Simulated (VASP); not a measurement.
Set up this calculation in VASP 6.6.1, as the native input.

| Property | Result |
| --- | --- |
| Task | single point |
| Functional | PBE |
| Dispersion | D3(BJ) |
| Potentials or basis | VASP PAW PBE potentials, release 64 (In_d, Sb) |
| Cutoff | 520 eV |
| k mesh | 14 × 14 × 14 |
| Occupations | gaussian, width 0.15 eV |
| Spin | no spin polarisation |
| Dipole correction | no |
| Further INCAR settings | ALGO = Fast; EDIFF = 1e-06; NBANDS = 16 |

The structure of InSb lies in POSCAR:

```
InSb
1.0
    3.8220135653      0.2388758478      0.2388758478
    0.2388758478      3.8220135653      0.2388758478
    0.2388758478      0.2388758478      3.8220135653
In Sb
1 1
Direct
    0.0000000000      0.0000000000      0.0000000000
    0.5000000000      0.5000000000      0.5000000000
```

This cell differs from its parent crystal: ratio of the length along [111] to the lengths across it x 1.2, volume and fractional coordinates fixed.

The input as run:

INCAR

```
SYSTEM = InSb
PREC = Accurate
ENCUT = 520
EDIFF = 1E-6
ISMEAR = 0
SIGMA = 0.15
LREAL = .FALSE.
LASPH = .TRUE.
NELM = 100
ALGO = Fast
ISIF = 2
LWAVE = .FALSE.
LCHARG = .FALSE.
GGA = PE
IVDW = 12
NBANDS = 16
```

KPOINTS

```
Automatic mesh
0
G
  14 14 14
  0 0 0
```

Potentials or basis: VASP PAW PBE potentials, release 64 (In_d, Sb).

Launch:

```sh
$ cat potpaw_PBE.64/In_d/POTCAR potpaw_PBE.64/Sb/POTCAR > POTCAR
$ mpirun -np 1 vasp_std > vasp.out
```

It gave:

| Property | Result |
| --- | --- |
| Pressure | -1.6 GPa |
| Band gap on the k mesh | zero (bands 9 and 10 overlap by 2.75 eV) |
| Dispersion energy per atom | -0.410 eV |

Caveat: spin-orbit coupling is left out, which moves the levels of the heavy elements.

Run time: 4.5 min on 1 thread of Oxide Virtual Turin-like Processor, with other jobs on the host, peak memory 0.36 GiB.
